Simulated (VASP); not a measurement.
Input of a VASP 6.6.1 run:

INCAR

```
SYSTEM = Au
ALGO = Normal
EDIFF = 1E-7
ENCUT = 520
GGA = PS
GGA_COMPAT = .FALSE.
ISIF = 2
ISMEAR = -1
IVDW = 12
LASPH = .TRUE.
LCHARG = .FALSE.
LMAXMIX = 4
LNONCOLLINEAR = .TRUE.
LORBIT = 11
LORBMOM = .TRUE.
LREAL = .FALSE.
LSORBIT = .TRUE.
LWAVE = .FALSE.
MAGMOM = 0 0 0
NBANDS = 22
NELM = 150
PREC = Accurate
SIGMA = 0.05
```

File KPOINTS:

```
k-points
0
G
  11 11 11
  0 0 0
```

File POSCAR:

```
Au
1.0
    0.0000000000      2.0350000000      2.0350000000
    2.0350000000      0.0000000000      2.0350000000
    2.0350000000      2.0350000000      0.0000000000
Au
1
Direct
    0.0000000000      0.0000000000      0.0000000000
```

Potentials or basis: VASP PAW PBE potentials, release 64 (Au).

Launch:

```sh
$ cat potpaw_PBE.64/Au/POTCAR > POTCAR
$ mpirun -np 1 vasp_ncl > vasp.out
```

**Question.** Estimate the dispersion energy per atom.

**Answer.** -0.639 eV.

**Question.** What does it give for the net moment?

**Answer.** 0.00 μB per cell.

**Question.** Predict the pressure.

**Answer.** -6.0 GPa.

Moments on the atoms (μB; x, y, z):
```
Au  0.00 0.00 0.00
```

Caveat: three body term missing; the PAW data sets were made with another functional, which shifts forces and pressure a little.
